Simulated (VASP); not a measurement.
# Mg26ScO27 (a cell with a defect) (Periclase) in VASP: a series of runs

Runs on Mg26ScO27 (a cell with a defect) (Periclase). Level: PBE. Tasks: electric field gradients.

All numbers are computed with VASP 6.6.1; they aren't measurements. Logs are shortened: lines on timing, memory, paths and dates and some standing lists are left out, and cuts for length are marked.

### 1 The cell of the first run

The cell holds a defect, 54 atoms: a = 8.946 Å, b = 8.946 Å, c = 8.946 Å, α = 60.00°, β = 60.00°, γ = 60.00°.

### 2 Electric field gradients, PBE

Contents of INCAR:

```
SYSTEM = Mg26ScO27
PREC     = Accurate       ! precision mode
ENCUT    = 520            ! plane-wave cutoff, eV
EDIFF    = 1E-8           ! SCF threshold, eV
ISMEAR   = -1             ! smearing method
SIGMA    = 0.01           ! smearing width, eV
LREAL    = Auto         
LASPH    = .True.         ! aspherical terms in the spheres
NELM     = 80             ! most SCF steps
ALGO     = Normal         ! electronic algorithm
ISIF     = 2              ! what is computed and relaxed
LWAVE    = .False.        ! write WAVECAR
LCHARG   = .False.        ! write CHGCAR
GGA      = PE             ! functional
LEFG     = .True.       
NBANDS   = 146            ! bands
```

Contents of KPOINTS:

```
Automatic mesh
0
Gamma
  3 3 3
  0 0 0
```

Contents of POSCAR:

```
Mg26ScO27
1.0
    0.0000000000      6.3255000000      6.3255000000
    6.3255000000      0.0000000000      6.3255000000
    6.3255000000      6.3255000000      0.0000000000
Sc Mg O
1 26 27
Direct
    0.0000000000      0.0000000000      0.0000000000
    0.0000000000      0.0000000000      0.3333333333
    0.0000000000      0.0000000000      0.6666666667
    0.0000000000      0.3333333333      0.0000000000
    0.0000000000      0.3333333333      0.3333333333
    0.0000000000      0.3333333333      0.6666666667
    0.0000000000      0.6666666667      0.0000000000
    0.0000000000      0.6666666667      0.3333333333
    0.0000000000      0.6666666667      0.6666666667
    0.3333333333      0.0000000000      0.0000000000
    0.3333333333      0.0000000000      0.3333333333
    0.3333333333      0.0000000000      0.6666666667
    0.3333333333      0.3333333333      0.0000000000
    0.3333333333      0.3333333333      0.3333333333
    0.3333333333      0.3333333333      0.6666666667
    0.3333333333      0.6666666667      0.0000000000
    0.3333333333      0.6666666667      0.3333333333
    0.3333333333      0.6666666667      0.6666666667
    0.6666666667      0.0000000000      0.0000000000
    0.6666666667      0.0000000000      0.3333333333
    0.6666666667      0.0000000000      0.6666666667
    0.6666666667      0.3333333333      0.0000000000
    0.6666666667      0.3333333333      0.3333333333
    0.6666666667      0.3333333333      0.6666666667
    0.6666666667      0.6666666667      0.0000000000
    0.6666666667      0.6666666667      0.3333333333
    0.6666666667      0.6666666667      0.6666666667
    0.1666666667      0.1666666667      0.1666666667
    0.1666666667      0.1666666667      0.5000000000
    0.1666666667      0.1666666667      0.8333333333
    0.1666666667      0.5000000000      0.1666666667
    0.1666666667      0.5000000000      0.5000000000
    0.1666666667      0.5000000000      0.8333333333
    0.1666666667      0.8333333333      0.1666666667
    0.1666666667      0.8333333333      0.5000000000
    0.1666666667      0.8333333333      0.8333333333
    0.5000000000      0.1666666667      0.1666666667
    0.5000000000      0.1666666667      0.5000000000
    0.5000000000      0.1666666667      0.8333333333
    0.5000000000      0.5000000000      0.1666666667
    0.5000000000      0.5000000000      0.5000000000
    0.5000000000      0.5000000000      0.8333333333
    0.5000000000      0.8333333333      0.1666666667
    0.5000000000      0.8333333333      0.5000000000
    0.5000000000      0.8333333333      0.8333333333
    0.8333333333      0.1666666667      0.1666666667
    0.8333333333      0.1666666667      0.5000000000
    0.8333333333      0.1666666667      0.8333333333
    0.8333333333      0.5000000000      0.1666666667
    0.8333333333      0.5000000000      0.5000000000
    0.8333333333      0.5000000000      0.8333333333
    0.8333333333      0.8333333333      0.1666666667
    0.8333333333      0.8333333333      0.5000000000
    0.8333333333      0.8333333333      0.8333333333
```

Potentials or basis: VASP PAW PBE potentials, release 64 (Sc_sv, Mg, O).

On the command line:

```
cat potpaw_PBE.64/Sc_sv/POTCAR potpaw_PBE.64/Mg/POTCAR potpaw_PBE.64/O/POTCAR > POTCAR
mpirun -np 1 vasp_std > vasp.out
```

OUTCAR:

```text
SYSTEM = Mg26ScO27
   PREC = Accurate
   ENCUT = 520
   EDIFF = 1E-8
   ISMEAR = -1
   LREAL = Auto
   LASPH = .True.
   NELM = 80
   ISIF = 2
   GGA = PE

 ion  position               nearest neighbor table
   1  0.000  0.000  0.000-  30 2.11  34 2.11  36 2.11  46 2.11  48 2.11  52 2.11  10 2.98  12 2.98
                            16 2.98  19 2.98  20 2.98  22 2.98   2 2.98   3 2.98   4 2.98   6 2.98
   2  0.000  0.000  0.333-  34 2.11  46 2.11  35 2.11  28 2.11  47 2.11  53 2.11  17 2.98  20 2.98
                            23 2.98   1 2.98   4 2.98   5 2.98   8 2.98  10 2.98  11 2.98  21 2.98
   3  0.000  0.000  0.667-  36 2.11  48 2.11  29 2.11  47 2.11  35 2.11  54 2.11  19 2.98  21 2.98
                            24 2.98   1 2.98   6 2.98   7 2.98   9 2.98  12 2.98  18 2.98  11 2.98
   4  0.000  0.333  0.000-  30 2.11  46 2.11  33 2.11  28 2.11  49 2.11  51 2.11  15 2.98  22 2.98
                            23 2.98   1 2.98   2 2.98   5 2.98   6 2.98  10 2.98  13 2.98   9 2.98
   5  0.000  0.333  0.333-  28 2.11  47 2.11  49 2.11  29 2.11  31 2.11  50 2.11   2 2.98   4 2.98
                            11 2.98  13 2.98  14 2.98  23 2.98  24 2.98  26 2.98   3 2.98   7 2.98
   6  0.000  0.333  0.667-  29 2.11  30 2.11  48 2.11  51 2.11  50 2.11  32 2.11  24 2.98   1 2.98
                             3 2.98   4 2.98  12 2.98  15 2.98  22 2.98  14 2.98  27 2.98   5 2.98
   7  0.000  0.667  0.000-  36 2.11  52 2.11  31 2.11  49 2.11  33 2.11  54 2.11  19 2.98  25 2.98
                            26 2.98   1 2.98   3 2.98   8 2.98   9 2.98  16 2.98  18 2.98  13 2.98
   8  0.000  0.667  0.333-  31 2.11  34 2.11  52 2.11  53 2.11  32 2.11  50 2.11  26 2.98   1 2.98
                             2 2.98   7 2.98  16 2.98  17 2.98  20 2.98  14 2.98  27 2.98   6 2.98
   9  0.000  0.667  0.667-  54 2.11  35 2.11  33 2.11  51 2.11  53 2.11  32 2.11   3 2.98   7 2.98
[... 62 lines left out ...]
  53  0.833  0.833  0.500-  27 2.11  20 2.11   8 2.11   2 2.11  21 2.11   9 2.11
  54  0.833  0.833  0.833-   9 2.11  21 2.11  25 2.11  19 2.11   7 2.11   3 2.11

  LATTYP: Found a face centered cubic cell.
 ALAT       =    12.6510000000

  Lattice vectors:

 A1 = (   0.0000000000,   6.3255000000,   6.3255000000)
 A2 = (   6.3255000000,   0.0000000000,   6.3255000000)
 A3 = (   6.3255000000,   6.3255000000,   0.0000000000)

Analysis of symmetry for initial positions (statically):
=====================================================================
 Subroutine PRICEL returns:
 Original cell was already a primitive cell.

 Routine SETGRP: Setting up the symmetry group for a
 face centered cubic supercell.

 Subroutine GETGRP returns: Found 48 space group operations
 (whereof 48 operations were pure point group operations)
 out of a pool of 48 trial point group operations.

The static configuration has the point symmetry O_h .

Analysis of symmetry for dynamics (positions and initial velocities):
[... 766 lines left out ...]
  external PRESSURE =      68.3201343 kB  Pullay stress =       0.0000000 kB

 VOLUME and BASIS-vectors are now :
 -----------------------------------------------------------------------------
  energy-cutoff  :      520.00
  volume of cell :      506.19
      direct lattice vectors                 reciprocal lattice vectors
     0.000000000  6.325500000  6.325500000    -0.079045135  0.079045135  0.079045135
     6.325500000  0.000000000  6.325500000     0.079045135 -0.079045135  0.079045135
     6.325500000  6.325500000  0.000000000     0.079045135  0.079045135 -0.079045135

 POSITION                                       TOTAL-FORCE (eV/Angst)
 -----------------------------------------------------------------------------------
      0.00000      0.00000      0.00000        -0.000000     -0.000000      0.000000
      2.10850      2.10850      0.00000         0.392160      0.392160      0.000000
      4.21700      4.21700      0.00000        -0.392160     -0.392160      0.000000
      2.10850      0.00000      2.10850         0.392160     -0.000000      0.392160
      4.21700      2.10850      2.10850         0.019836     -0.019836     -0.019836
      6.32550      4.21700      2.10850        -0.000000     -0.392160      0.392160
[... 46 lines left out ...]
      8.43400      8.43400     10.54250        -0.105982     -0.105982      0.105982
     10.54250     10.54250     10.54250         0.105982      0.105982      0.105982
 -----------------------------------------------------------------------------------
    total drift:                               -0.000000     -0.000000      0.000000

  FREE ENERGIE OF THE ION-ELECTRON SYSTEM (eV)
  ---------------------------------------------------
  free  energy   TOTEN  =      -324.5287358911 eV

  energy  without entropy=     -324.5235797892  energy(sigma->0) =     -324.52615784

 Electric field gradients (V/A^2)
---------------------------------------------------------------------
 ion       V_xx      V_yy      V_zz      V_xy      V_xz      V_yz
---------------------------------------------------------------------
   1       0.000    -0.000     0.000     0.000     0.000     0.000
   2       0.445     0.445    -0.890    -0.263     0.000     0.000
   3       0.445     0.445    -0.890    -0.263     0.000     0.000
   4       0.445    -0.890     0.445     0.000    -0.263     0.000
   5      -0.000     0.000     0.000    -0.049    -0.049     0.049
   6      -0.890     0.445     0.445     0.000     0.000     0.262
[... 46 lines left out ...]
  53      -0.001    -0.001     0.001     1.404    -1.406    -1.406
  54       0.000    -0.000    -0.000     1.403     1.403     1.403
---------------------------------------------------------------------

 Electric field gradients after diagonalization (V/A^2)
 (convention: |V_zz| > |V_xx| > |V_yy|)
----------------------------------------------------------------------
 ion       V_xx      V_yy      V_zz     asymmetry (V_yy - V_xx)/ V_zz
----------------------------------------------------------------------
   1      -0.000    -0.000     0.001       0.000
   2       0.708     0.182    -0.890       0.590
   3       0.708     0.182    -0.890       0.590
   4       0.708     0.182    -0.890       0.590
   5      -0.049    -0.049     0.099       0.000
   6       0.707     0.183    -0.890       0.590
[... 46 lines left out ...]
  53      -1.406    -1.405     2.810       0.000
  54      -1.403    -1.403     2.806       0.000
----------------------------------------------------------------------

           NMR quadrupolar parameters

 Cq : quadrupolar parameter    Cq=e*Q*V_zz/h
 eta: asymmetry parameters     (V_yy - V_xx)/ V_zz
 Q  : nuclear electric quadrupole moment in mb (millibarn)
----------------------------------------------------------------------
 ion       Cq(MHz)       eta       Q (mb)
----------------------------------------------------------------------
   1       0.000       0.000       1.000
   2      -0.002       0.590       1.000
   3      -0.002       0.590       1.000
   4      -0.002       0.590       1.000
   5       0.000       0.000       1.000
   6      -0.002       0.590       1.000
[... 46 lines left out ...]
  53       0.007       0.000       1.000
  54       0.007       0.000       1.000
----------------------------------------------------------------------
```

It took 22 min on 1 thread of Intel Xeon Platinum 8488C (Sapphire Rapids), shared host; peak memory 0.8 GiB.

What came out:

* Free energy: -324.5287 eV
* Pressure: 6.8 GPa
* Largest force: 0.555 eV/Å

Forces on the atoms (eV/Å):
```
Sc   0.000  0.000  0.000
Mg   0.392  0.392  0.000
Mg  -0.392 -0.392  0.000
Mg   0.392  0.000  0.392
Mg   0.020 -0.020 -0.020
Mg   0.000 -0.392  0.392
Mg  -0.392  0.000 -0.392
Mg   0.000  0.392 -0.392
Mg  -0.020  0.020  0.020
Mg   0.000  0.392  0.392
Mg  -0.020  0.020 -0.020
Mg  -0.392  0.000  0.392
Mg  -0.020 -0.020  0.020
Mg   0.020  0.020  0.020
Mg   0.000  0.000  0.273
Mg  -0.392  0.392  0.000
Mg   0.000  0.273  0.000
Mg  -0.273  0.000  0.000
Mg   0.000 -0.392 -0.392
Mg   0.392  0.000 -0.392
Mg   0.020 -0.020  0.020
Mg   0.392 -0.392  0.000
Mg   0.273  0.000  0.000
Mg   0.000 -0.273  0.000
Mg   0.020  0.020 -0.020
Mg   0.000  0.000 -0.273
Mg  -0.020 -0.020 -0.020
O   -0.106 -0.106 -0.106
O    0.106  0.106 -0.106
O    0.000  0.000  0.352
O    0.106 -0.106  0.106
O    0.000 -0.022 -0.022
O    0.022  0.000 -0.022
O    0.000  0.352  0.000
O    0.022 -0.022  0.000
O   -0.352  0.000  0.000
O   -0.106  0.106  0.106
O   -0.022  0.000 -0.022
O    0.000  0.022 -0.022
O   -0.022 -0.022  0.000
O    0.000  0.000  0.000
O    0.022  0.022  0.000
O    0.000 -0.022  0.022
O    0.022  0.000  0.022
O    0.106 -0.106 -0.106
O    0.352  0.000  0.000
O   -0.022  0.022  0.000
O    0.000 -0.352  0.000
O   -0.022  0.000  0.022
O    0.000  0.022  0.022
O   -0.106  0.106 -0.106
O    0.000  0.000 -0.352
O   -0.106 -0.106  0.106
O    0.106  0.106  0.106
```

Electric field gradients, principal values (V/Å²):
| atom | least | middle | greatest (by size) |
| --- | --- | --- | --- |
| 1 Sc | 0.000 | 0.000 | 0.001 |
| 2 Mg | 0.182 | 0.708 | -0.890 |
| 3 Mg | 0.182 | 0.708 | -0.890 |
| 4 Mg | 0.182 | 0.708 | -0.890 |
| 5 Mg | -0.049 | -0.049 | 0.099 |
| 6 Mg | 0.183 | 0.707 | -0.890 |
| 7 Mg | 0.182 | 0.708 | -0.890 |
| 8 Mg | 0.183 | 0.707 | -0.890 |
| 9 Mg | -0.049 | -0.049 | 0.099 |
| 10 Mg | 0.182 | 0.708 | -0.890 |
| 11 Mg | -0.049 | -0.049 | 0.099 |
| 12 Mg | 0.183 | 0.707 | -0.890 |
| 13 Mg | -0.049 | -0.049 | 0.099 |
| 14 Mg | -0.049 | -0.049 | 0.099 |
| 15 Mg | -0.486 | -0.486 | 0.972 |
| 16 Mg | 0.183 | 0.707 | -0.890 |
| 17 Mg | -0.486 | -0.486 | 0.972 |
| 18 Mg | -0.486 | -0.486 | 0.972 |
| 19 Mg | 0.182 | 0.708 | -0.890 |
| 20 Mg | 0.183 | 0.707 | -0.890 |
| 21 Mg | -0.049 | -0.049 | 0.099 |
| 22 Mg | 0.183 | 0.707 | -0.890 |
| 23 Mg | -0.486 | -0.486 | 0.972 |
| 24 Mg | -0.486 | -0.486 | 0.972 |
| 25 Mg | -0.049 | -0.049 | 0.099 |
| 26 Mg | -0.486 | -0.486 | 0.972 |
| 27 Mg | -0.049 | -0.049 | 0.099 |
| 28 O | -1.403 | -1.403 | 2.806 |
| 29 O | -1.405 | -1.406 | 2.810 |
| 30 O | 4.337 | 4.338 | -8.675 |
| 31 O | -1.405 | -1.406 | 2.810 |
| 32 O | -1.552 | -1.843 | 3.395 |
| 33 O | -1.550 | -1.841 | 3.391 |
| 34 O | 4.337 | 4.338 | -8.675 |
| 35 O | -1.550 | -1.841 | 3.391 |
| 36 O | 4.337 | 4.338 | -8.675 |
| 37 O | -1.405 | -1.406 | 2.810 |
| 38 O | -1.552 | -1.843 | 3.395 |
| 39 O | -1.550 | -1.841 | 3.391 |
| 40 O | -1.552 | -1.843 | 3.395 |
| 41 O | 0.003 | 0.003 | -0.006 |
| 42 O | -1.552 | -1.843 | 3.395 |
| 43 O | -1.550 | -1.841 | 3.391 |
| 44 O | -1.552 | -1.843 | 3.395 |
| 45 O | -1.405 | -1.406 | 2.810 |
| 46 O | 4.337 | 4.338 | -8.675 |
| 47 O | -1.550 | -1.841 | 3.391 |
| 48 O | 4.337 | 4.338 | -8.675 |
| 49 O | -1.550 | -1.841 | 3.391 |
| 50 O | -1.552 | -1.843 | 3.395 |
| 51 O | -1.405 | -1.406 | 2.810 |
| 52 O | 4.337 | 4.338 | -8.675 |
| 53 O | -1.405 | -1.406 | 2.810 |
| 54 O | -1.403 | -1.403 | 2.806 |

Caveat: without QUAD_EFG the Cq values of the log hold for a quadrupole moment of 1 mb, not for the nuclei; an odd number of electrons without spin polarisation forces a metal; a magnetic or distorted state may lie lower.

[end of part 1 of 2]
